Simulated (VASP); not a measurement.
# Sb (I4/mmm) in VASP: notebook

Sb is run at these levels: PBEsol; tasks: single point, relaxation of cell and atoms.

Everything below comes from runs of VASP 6.6.1. Logs are shortened: lines on timing, memory, paths and dates and some standing lists are left out, and cuts for length are marked.

## (1) The cell of the first run

It takes space group I4/mmm (No. 139, tetragonal). Conventional cell: a = 3.067 Å, b = 3.067 Å, c = 5.702 Å, α = 90.00°, β = 90.00°, γ = 90.00°. Within 4.0 Å of Sb (site symmetry 4/mmm) lie 12 Sb at 3.07 to 3.58 Å.

## (2) Single point, PBEsol

Input file INCAR:

```
SYSTEM = Sb
  ALGO = Normal
  EDIFF = 1E-6
  ENCUT = 520
  GGA = PS
  ISIF = 2
  ISMEAR = 0
  LASPH = .TRUE.
  LCHARG = .TRUE.
  LELF = .TRUE.
  LREAL = .FALSE.
  LVHAR = .TRUE.
  LWAVE = .FALSE.
  NBANDS = 8
  NELM = 80
  PREC = Accurate
  SIGMA = 0.1
```

Input file KPOINTS:

```
k-points
0
G
  8 8 8
  0 0 0
```

Input file POSCAR:

```
Sb
1.0
   -1.5333611890      1.5333611890      2.8509099424
    1.5333611890     -1.5333611890      2.8509099424
    1.5333611890      1.5333611890     -2.8509099424
Sb
1
Direct
    0.0000000000      0.0000000000      0.0000000000
```

Potentials or basis: VASP PAW PBE potentials, release 64 (Sb).

Run with:

```console
$ cat potpaw_PBE.64/Sb/POTCAR > POTCAR
$ mpirun -np 1 vasp_std > vasp.out
```

OUTCAR:

```text
SYSTEM = Sb
   EDIFF = 1E-6
   ENCUT = 520
   GGA = PS
   ISIF = 2
   ISMEAR = 0
   LASPH = .TRUE.
   LREAL = .FALSE.
   NELM = 80
   PREC = Accurate

 ion  position               nearest neighbor table
   1  0.000  0.000  0.000-

  LATTYP: Found a body centered tetragonal cell.
 ALAT       =     3.0667223780
 C/A-ratio  =     1.8592553163

  Lattice vectors:

 A1 = (  -1.5333611890,   1.5333611890,   2.8509099424)
 A2 = (   1.5333611890,  -1.5333611890,   2.8509099424)
 A3 = (   1.5333611890,   1.5333611890,  -2.8509099424)

Analysis of symmetry for initial positions (statically):
=====================================================================
 Subroutine PRICEL returns:
 Original cell was already a primitive cell.

 Routine SETGRP: Setting up the symmetry group for a
 body centered tetragonal supercell.

 Subroutine GETGRP returns: Found 16 space group operations
 (whereof 16 operations were pure point group operations)
 out of a pool of 16 trial point group operations.

The static configuration has the point symmetry D_4h.

Analysis of symmetry for dynamics (positions and initial velocities):
=====================================================================
 Subroutine PRICEL returns:
 Original cell was already a primitive cell.

 Routine SETGRP: Setting up the symmetry group for a
 body centered tetragonal supercell.

 Subroutine GETGRP returns: Found 16 space group operations
 (whereof 16 operations were pure point group operations)
 out of a pool of 16 trial point group operations.

The dynamic configuration has the point symmetry D_4h.

 Subroutine INISYM returns: Found 16 space group operations
 (whereof 16 operations are pure point group operations),
 and found     1 'primitive' translations

----------------------------------------------------------------------------------------

                                     Primitive cell

  volume of cell :      26.8122

  direct lattice vectors                    reciprocal lattice vectors
    -1.533361189  1.533361189  2.850909942     0.000000000  0.326081033  0.175382601
     1.533361189 -1.533361189  2.850909942     0.326081033  0.000000000  0.175382601
     1.533361189  1.533361189 -2.850909942     0.326081033  0.326081033  0.000000000

  length of vectors
     3.581910185  3.581910185  3.581910185     0.370253827  0.370253827  0.461148219

  position of ions in fractional coordinates (direct lattice)
     0.000000000  0.000000000  0.000000000

  ion indices of the primitive-cell ions
   primitive index   ion index
                 1           1

----------------------------------------------------------------------------------------

 KPOINTS: k-points

Automatic generation of k-mesh.
 Grid dimensions read from file:
 generate k-points for:    8    8    8

 Generating k-lattice:

  Cartesian coordinates                     Fractional coordinates (reciprocal lattice)
     0.000000000  0.040760129  0.021922825     0.125000000 -0.000000000  0.000000000
     0.040760129  0.000000000  0.021922825    -0.000000000  0.125000000  0.000000000
     0.040760129  0.040760129  0.000000000     0.000000000  0.000000000  0.125000000

  Length of vectors
     0.046281728  0.046281728  0.057643527

  Shift w.r.t. Gamma in fractional coordinates (k-lattice)
     0.000000000  0.000000000  0.000000000

 Subroutine IBZKPT returns following result:
 ===========================================

 Found     59 irreducible k-points:

 Following reciprocal coordinates:
            Coordinates               Weight
  0.000000  0.000000  0.000000      1.000000
  0.125000  0.000000  0.000000      8.000000
  0.250000  0.000000  0.000000      8.000000
  0.375000 -0.000000  0.000000      8.000000
  0.500000  0.000000  0.000000      4.000000
  0.125000  0.125000  0.000000      8.000000
[... 16 lines left out ...]
  0.250000  0.125000  0.125000     16.000000
  0.375000  0.125000  0.125000      8.000000
 [... further k-points ...]
   k-points           NKPTS =     59   k-points in BZ     NKDIM =     59   number of bands    NBANDS=      8
   number of dos      NEDOS =    301   number of ions     NIONS =      1
   total plane-waves  NPLWV =  21952
   dimension x,y,z NGX =    28 NGY =   28 NGZ =   28
   dimension x,y,z NGXF=    56 NGYF=   56 NGZF=   56
   ions per type =               1
   NGX,Y,Z   is equivalent  to a cutoff of  13.00, 13.00, 13.00 a.u.
   NGXF,Y,Z  is equivalent  to a cutoff of  25.99, 25.99, 25.99 a.u.
 SYSTEM =  Sb
   PREC   = accura    normal or accurate (medium, high low for compatibility)
   ISTART =      0    job   : 0-new  1-cont  2-samecut
   ICHARG =      2    charge: 1-file 2-atom 10-const
   ISPIN  =      1    spin polarized calculation?
   LNONCOLLINEAR =      F non collinear calculations
   LSORBIT =      F    spin-orbit coupling
   LASPH  =      T    aspherical Exc in radial PAW
   ENCUT  =  520.0 eV  38.22 Ry    6.18 a.u.   6.66  6.66  6.66*2*pi/ulx,y,z
   NELM   =     80;   NELMIN=  2; NELMDL= -5     # of ELM steps
   EDIFF  = 0.1E-05   stopping-criterion for ELM
   LREAL  =      F    real-space projection
   EDIFFG = 0.1E-04   stopping-criterion for IOM
   NSW    =      0    number of steps for IOM
   IBRION =     -1    ionic relax: 0-MD 1-quasi-New 2-CG
   NFREE  =      0    steps in history (QN), initial steepest desc. (CG)
   ISIF   =      2    stress and relaxation
   ISYM   =      2    0-nonsym 1-usesym 2-fastsym
   POTIM  = 0.5000    time-step for ionic-motion
   TEBEG  =    0.0;   TEEND  =   0.0 temperature during run
   PSTRESS=    0.0 pullay stress
   NELECT =       5.0000    total number of electrons
   NUPDOWN=      -1.0000    fix difference up-down
   EMIN   =  10.00;   EMAX   =-10.00  energy-range for DOS
   EFERMI =   0.00;   METHOD = LEGACY
   ISMEAR =     0;   SIGMA  =   0.10  broadening in eV -4-tet -1-fermi 0-gaus
   EFERMI_NEDOS =   21; number of points for ismear=-14 and -15
   IALGO  =     38    algorithm
   IMIX   =      4    mixing-type and parameters
     AMIX     =   0.40;   BMIX     =  1.00
     AMIX_MAG =   1.60;   BMIX_MAG =  1.00
  volume/ion in A,a.u.               =      26.81       180.94
  Fermi-wavevector in a.u.,A,eV,Ry     =   0.935307  1.767473 11.902357  0.874799
  Thomas-Fermi vector in A             =   2.062201
   LORBIT       =      0    0 simple, 1 ext, 2 COOP (PROOUT), +10 PAW based schemes
   GGA     = PS    functional components
   LHFCALC =     F    Hartree Fock is set to
   AEXX    =    0.0000 exact exchange contribution
   IVDW    =     0    specifies the selected vdW correction
   LEPSILON=     F    determine dielectric tensor
   LRPA    =     F    only Hartree local field effects (RPA)
 non-spin polarized calculation
 Gauss-broadening in eV      SIGMA  =   0.10
  energy-cutoff  :      520.00
  volume of cell :       26.81
 maximum number of plane-waves:       747
   NGX = 13   NGY = 13   NGZ = 13

 number of electron       5.0000000 magnetization

 Free energy of the ion-electron system (eV)
  ---------------------------------------------------
  ext. energy  EPLUGINS =         0.00000000
  ---------------------------------------------------
  free energy    TOTEN  =        -4.30902499 eV

  energy without entropy =       -4.30328793  energy(sigma->0) =       -4.30615646

 E-fermi :   8.5805     XC(G=0): -10.3294

 val. band max:        8.5370141930   @ k =   0.3750   0.3750   0.0000
 cond. band min:       8.6080890182   @ k =   0.5000   0.2500   0.0000
 fundamental gap:      0.0710748252
 Fermi energy:         8.5804786374

 k-point     1 :       0.0000    0.0000    0.0000
  band No.  band energies     occupation
      1      -4.6165      2.00000
      2      12.2412      0.00000
      3      14.0452      0.00000
      4      14.0452      0.00000
      5      17.4687      0.00000
      6      17.7621      0.00000
      7      19.4610      0.00000
      8      19.6848      0.00000

 k-point     2 :       0.1250    0.0000    0.0000
  band No.  band energies     occupation
      1      -4.2973      2.00000
      2      11.1859      0.00000
      3      12.0459      0.00000
      4      14.0831      0.00000
      5      16.7185      0.00000
      6      18.0943      0.00000
      7      18.8356      0.00000
      8      20.1707      0.00000

 k-point     3 :       0.2500    0.0000    0.0000
  band No.  band energies     occupation
      1      -3.3525      2.00000
      2       7.7122      2.00000
      3      10.6819      0.00000
      4      14.2358      0.00000
      5      15.0614      0.00000
      6      18.1634      0.00000
      7      20.8994      0.00000
      8      21.1882      0.00000

 k-point     4 :       0.3750   -0.0000    0.0000
  band No.  band energies     occupation
      1      -1.8723      2.00000
      2       4.3911      2.00000
      3       9.8322      0.00000
      4      14.1001      0.00000
      5      14.4949      0.00000
      6      18.5517      0.00000
      7      20.4608      0.00000
      8      20.7878      0.00000

 k-point     5 :       0.5000    0.0000    0.0000
  band No.  band energies     occupation
      1      -0.6844      2.00000
      2       2.5654      2.00000
      3       9.5305      0.00000
      4      13.7871      0.00000
      5      14.6464      0.00000
      6      19.3949      0.00000
      7      19.4636      0.00000
      8      19.9048      0.00000

 k-point     6 :       0.1250    0.1250    0.0000
  band No.  band energies     occupation
      1      -3.8444      2.00000
      2       9.9420      0.00000
      3      11.2135      0.00000
      4      12.0976      0.00000
      5      17.0880      0.00000
      6      17.7354      0.00000
      7      19.7235      0.00000
      8      20.8903      0.00000

 k-point     7 :       0.2500    0.1250    0.0000
  band No.  band energies     occupation
      1      -2.7788      2.00000
      2       7.1937      2.00000
      3       9.6330      0.00000
      4      11.7225      0.00000
      5      15.9075      0.00000
      6      18.5166      0.00000
      7      20.0411      0.00000
      8      20.6269      0.00000
[... 133 lines left out ...]
 k-point    20 :      -0.3750    0.3750    0.0000
  band No.  band energies     occupation
      1      -0.2103      2.00000
      2       6.8889      2.00000
      3       7.5343      2.00000
      4       9.6975      0.00000
      5      12.7976      0.00000
      6      13.2966      0.00000
      7      20.0940      0.00000
      8      20.9746      0.00000

 k-point    21 :       0.5000    0.5000    0.0000
  band No.  band energies     occupation
      1       2.2069      2.00000
      2       4.1991      2.00000
      3       6.9351      2.00000
      4       9.2759      0.00000
      5      11.6853      0.00000
      6      12.8810      0.00000
      7      22.9267      0.00000
      8      23.0697      0.00000

 k-point    22 :       0.1250    0.1250    0.1250
  band No.  band energies     occupation
      1      -2.3618      2.00000
      2       8.5252      1.56531
      3       8.6118      0.65781
      4      11.3110      0.00000
      5      15.6821      0.00000
      6      15.9186      0.00000
      7      16.8277      0.00000
      8      22.4432      0.00000

 k-point    23 :       0.2500    0.1250    0.1250
  band No.  band energies     occupation
      1      -0.8934      2.00000
      2       5.3183      2.00000
      3       8.8760      0.00003
      4      10.4972      0.00000
      5      14.8149      0.00000
      6      15.0523      0.00000
      7      17.9260      0.00000
      8      23.9850      0.00000

 k-point    24 :       0.3750    0.1250    0.1250
  band No.  band energies     occupation
      1       0.2809      2.00000
      2       3.5193      2.00000
      3       9.4034      0.00000
      4       9.7535      0.00000
      5      14.4066      0.00000
      6      14.5893      0.00000
      7      20.1770      0.00000
      8      21.4675      0.00000

 [... further k-points ...]

------------------------ aborting loop because EDIFF is reached ----------------------------------------

  FORCE on cell =-STRESS in cart. coord.  units (eV):
  Direction    XX          YY          ZZ          XY          YZ          ZX
  --------------------------------------------------------------------------------------
  -------------------------------------------------------------------------------------
  Total        0.0186569      0.0186569     -0.0023052      0.0000000      0.0000000     -0.0000000
  in kB        1.1148513      1.1148513     -0.1377489      0.0000000      0.0000000     -0.0000000
  external PRESSURE =       0.6973179 kB  Pullay stress =       0.0000000 kB

 VOLUME and BASIS-vectors are now :
 -----------------------------------------------------------------------------
  energy-cutoff  :      520.00
  volume of cell :       26.81
      direct lattice vectors                 reciprocal lattice vectors
    -1.533361189  1.533361189  2.850909942     0.000000000  0.326081033  0.175382601
     1.533361189 -1.533361189  2.850909942     0.326081033  0.000000000  0.175382601
     1.533361189  1.533361189 -2.850909942     0.326081033  0.326081033  0.000000000

 POSITION                                       TOTAL-FORCE (eV/Angst)
 -----------------------------------------------------------------------------------
      0.00000      0.00000      0.00000         0.000000     -0.000000      0.000000
 -----------------------------------------------------------------------------------
    total drift:                                0.000000      0.000000      0.000000

  FREE ENERGIE OF THE ION-ELECTRON SYSTEM (eV)
  ---------------------------------------------------
  free  energy   TOTEN  =        -4.3090249911 eV

  energy  without entropy=       -4.3032879267  energy(sigma->0) =       -4.30615646
```

Run time: 10 s. Hardware: 1 thread of Intel Xeon 8259CL, shared host; peak memory 0.16 GiB.

Results:

```
Free energy            : -4.3090 eV
Pressure               : 0.1 GPa
Band gap on the k mesh : zero (an odd number of electrons rules out a gap without spin polarisation)
```

Caveat: the PAW data sets were made with another functional, which shifts forces and pressure a little; spin-orbit coupling is left out, which moves the levels of the heavy elements.

## (3) Single point, PBEsol

This run uses another cell than the first one, of 31.12 Å³/atom.

Input file INCAR:

```
PREC = Accurate ; ENCUT = 520
EDIFF = 1E-6 ; ISMEAR = 0
SIGMA = 0.1 ; LREAL = False
LASPH = True ; NELM = 80
ALGO = Normal ; ISIF = 2
LWAVE = False ; LCHARG = False
GGA = PS ; NBANDS = 8
```

Input file KPOINTS:

```
regular mesh
0
Gamma
  8 8 8
```

Input file POSCAR:

```
Sb
1.0
   -1.7227677635      1.7227677635      2.6209398324
    1.7227677635     -1.7227677635      2.6209398324
    1.7227677635      1.7227677635     -2.6209398324
Sb
1
Direct
    0.0000000000      0.0000000000      0.0000000000
```

Potentials or basis: VASP PAW PBE potentials, release 64 (Sb).

Run with:

```console
$ cat potpaw_PBE.64/Sb/POTCAR > POTCAR
$ mpirun -np 1 vasp_std > vasp.out
```

It took 9.3 s on 1 thread of Intel Xeon 8259CL, shared host; peak memory 0.16 GiB.

The run converged. Its results:

```
Free energy            : -4.1591 eV
Pressure               : -8.0 GPa
Band gap on the k mesh : zero (an odd number of electrons rules out a gap without spin polarisation)
```

Stress tensor (GPa, compression positive):
```
-8.18  0.00  0.00
 0.00 -8.18  0.00
 0.00  0.00 -7.71
```

Levels at points of the mesh, in eV from the Fermi level:
| k point | band 1 | band 2 | band 3 | band 4 | band 5 | band 6 |
| --- | --- | --- | --- | --- | --- | --- |
| (0.00, 0.00, 0.00) | -11.82 | 4.34 | 4.43 | 4.43 | 9.33 | 9.81 |
| (0.50, 0.00, 0.00) | -8.82 | -4.87 | 2.52 | 3.56 | 7.06 | 8.74 |
| (0.50, 0.50, 0.00) | -7.34 | -3.95 | -0.08 | 0.44 | 3.88 | 4.61 |
| (0.50, 0.50, 0.50) | -8.08 | -4.40 | 0.95 | 0.95 | 4.67 | 5.16 |

Caveat: the cell stands under tension; the PAW data sets were made with another functional, which shifts forces and pressure a little; spin-orbit coupling is left out, which moves the levels of the heavy elements.

## (4) Relaxation of cell and atoms, PBEsol

This run uses another cell than the first one, of 31.12 Å³/atom.

Input file INCAR:

```
SYSTEM = Sb
  PREC = Accurate
  ENCUT = 600
  EDIFF = 1E-7
  ISMEAR = 0
  SIGMA = 0.1
  LREAL = .False.
  LASPH = .True.
  NELM = 60
  ALGO = Normal
  ISIF = 3
  LWAVE = .False.
  LCHARG = .False.
  GGA = PS
  IBRION = 2
  NSW = 90
  EDIFFG = -0.04
```

Input file KPOINTS:

```
regular mesh
0
Gamma
  8 8 8
  0 0 0
```

POSCAR is that of step 3.

Run with:

```console
$ cat potpaw_PBE.64/Sb/POTCAR > POTCAR
$ mpirun -np 1 vasp_std > vasp.out
```

Wall time 76 s (1 thread of Intel Xeon 8259CL, shared host); peak memory 0.18 GiB.

The run converged. Its results:

```
Free energy                           : -4.3062 eV
Relaxed volume                        : 26.33 Å³/atom
Relaxed cell                          : a = 3.432 Å, b = 3.432 Å, c = 3.432 Å, α = 124.60°, β = 124.60°, γ = 82.20°
Space group after relaxing (to 0.1 Å) : I4/mmm (No. 139)
Energy gained by relaxing             : 147.1 meV/atom
Ionic steps                           : 7
Pressure after relaxing               : -0.1 GPa
Band gap on the k mesh                : zero (an odd number of electrons rules out a gap without spin polarisation)
```

Stress tensor (GPa, compression positive):
```
-0.22  0.00  0.00
 0.00 -0.22  0.00
 0.00  0.00  0.24
```

The path:
```csv
step,energy change (eV),largest force (eV/Å),pressure (GPa),volume (Å³)
1,0.0000,0.0000,-8.02,31.12
2,-0.1123,0.0000,5.38,24.62
3,-0.1393,0.0000,0.03,26.33
4,-0.1393,0.0000,-0.20,26.42
5,-0.1399,0.0000,-0.25,26.41
6,-0.1425,0.0000,-0.37,26.39
7,-0.1471,0.0000,-0.07,26.33
```

Final structure:
```xyz
1
Lattice="-1.5954 1.5954 2.5862 1.5954 -1.5954 2.5862 1.5954 1.5954 -2.5862" Properties=species:S:1:pos:R:3 pbc="T T T"
Sb    1.5954   -1.5954    2.5862
```

Levels at points of the mesh, in eV from the Fermi level:
| k point | band 1 | band 2 | band 3 | band 4 | band 5 | band 6 |
| --- | --- | --- | --- | --- | --- | --- |
| (0.00, 0.00, 0.00) | -13.20 | 5.17 | 5.46 | 5.46 | 9.54 | 10.46 |
| (0.50, 0.00, 0.00) | -9.28 | -6.04 | 2.35 | 4.88 | 6.80 | 9.76 |
| (0.50, 0.50, 0.00) | -6.98 | -4.75 | -0.71 | 0.40 | 3.55 | 4.29 |
| (0.50, 0.50, 0.50) | -8.86 | -5.72 | 1.53 | 1.53 | 5.43 | 5.43 |

Caveat: the volume moved by over 15 % at a fixed basis, so the end points are rough; the PAW data sets were made with another functional, which shifts forces and pressure a little; spin-orbit coupling is left out, which moves the levels of the heavy elements.

## (5) Summary

| task | cell | cutoff (eV) | gap on the mesh (eV) | pressure (GPa) |
| --- | --- | --- | --- | --- |
| single point | a = 3.582 Å, angles 129.3, 129.3, 74.5°, 1 atom | 520 | none | 0.1 |
| single point | a = 3.578 Å, angles 122.4, 122.4, 85.8°, 1 atom | 520 | none | -8.0 |
| relaxation of cell and atoms | relaxed from a = 3.578 Å, angles 122.4, 122.4, 85.8°, 1 atom | 600 | none | -0.1 |

Alike in all rows: level PBEsol; potentials or basis VASP PAW PBE potentials, release 64 (Sb); no spin polarisation; k mesh 8 × 8 × 8; smearing gaussian 0.1 eV.

Caveats: the PAW data sets were made with another functional, which shifts forces and pressure a little; spin-orbit coupling is left out, which moves the levels of the heavy elements; the cell stands under tension (at least some runs); the volume moved by over 15 % at a fixed basis, so the end points are rough (at least some runs).

Absolute energies hang on the potentials; compare differences alone.
